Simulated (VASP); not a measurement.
Wanted: the native input for a VASP 6.6.1 run.

- Task: electric field gradients
- Functional: r2SCAN
- Potentials or basis: VASP PAW PBE potentials, release 64 (Ta_pv, H)
- Cutoff: 520 eV
- k mesh: 15 × 15 × 9
- Occupations: fermi-dirac, width 0.03 eV
- Spin: no spin polarisation
- Dipole correction: no
- Further INCAR settings: ALGO = Normal; EDIFF = 1e-08; NBANDS = 18

Crystal: Ta2H.

```xyz
3
Lattice="1.7205 -2.3715 0.0000 1.7205 2.3715 0.0000 0.0000 0.0000 4.7586" Properties=species:S:1:pos:R:3 pbc="T T T"
Ta    0.8602    1.1857    1.2590
Ta    0.8602   -1.1857    3.4996
H     0.0000    0.0000    0.0000
```

These files were run (other wordings do the same):

POSCAR

```
Ta2H
1.0
    1.7204951073     -2.3714690318      0.0000000000
    1.7204951073      2.3714690318      0.0000000000
    0.0000000000      0.0000000000      4.7585693900
Ta H
2 1
Direct
    0.0000000000      0.5000000000      0.2645697700
    0.5000000000      0.0000000000      0.7354302300
    0.0000000000      0.0000000000      0.0000000000
```

INCAR.step1

```
SYSTEM = Ta2H
ALGO = Normal
EDIFF = 1E-4
ENCUT = 520
GGA = PE
ISMEAR = -1
LASPH = .True.
LCHARG = .False.
LREAL = .False.
LWAVE = .True.
NBANDS = 18
NELM = 100
PREC = Accurate
SIGMA = 0.03
```

INCAR.step2

```
SYSTEM = Ta2H
ALGO = Normal
EDIFF = 1E-8
ENCUT = 520
ISIF = 2
ISMEAR = -1
ISTART = 1
LASPH = .True.
LCHARG = .False.
LEFG = .True.
LMIXTAU = .True.
LREAL = .False.
LWAVE = .False.
METAGGA = R2SCAN
NBANDS = 18
NELM = 100
PREC = Accurate
SIGMA = 0.03
```

KPOINTS

```
k-points
0
Gamma
  15 15 9
  0 0 0
```

Potentials or basis: VASP PAW PBE potentials, release 64 (Ta_pv, H).

Run with:

```console
$ cat potpaw_PBE.64/Ta_pv/POTCAR potpaw_PBE.64/H/POTCAR > POTCAR
$ cp INCAR.step1 INCAR
$ mpirun -np 1 vasp_std > vasp.out
$ cp INCAR.step2 INCAR
$ mpirun -np 1 vasp_std > vasp.out
```

Results of the run:

```
Pressure                                : -0.1 GPa
Largest force                           : 0.051 eV/Å
Band gap on the k mesh                  : zero (an odd number of electrons rules out a gap without spin polarisation)
Largest electric field gradient by atom : Ta -92.0; H -4.6 V/Å²
```

Caveat: without QUAD_EFG the Cq values of the log hold for a quadrupole moment of 1 mb, not for the nuclei; the PAW data sets were made with another functional, which shifts forces and pressure a little; spin-orbit coupling is left out, which moves the levels of the heavy elements.

Wall time 6.8 min on 1 thread of Intel(R) Xeon(R) Platinum 8559C (Emerald Rapids), with other jobs on the host, peak memory 0.32 GiB.
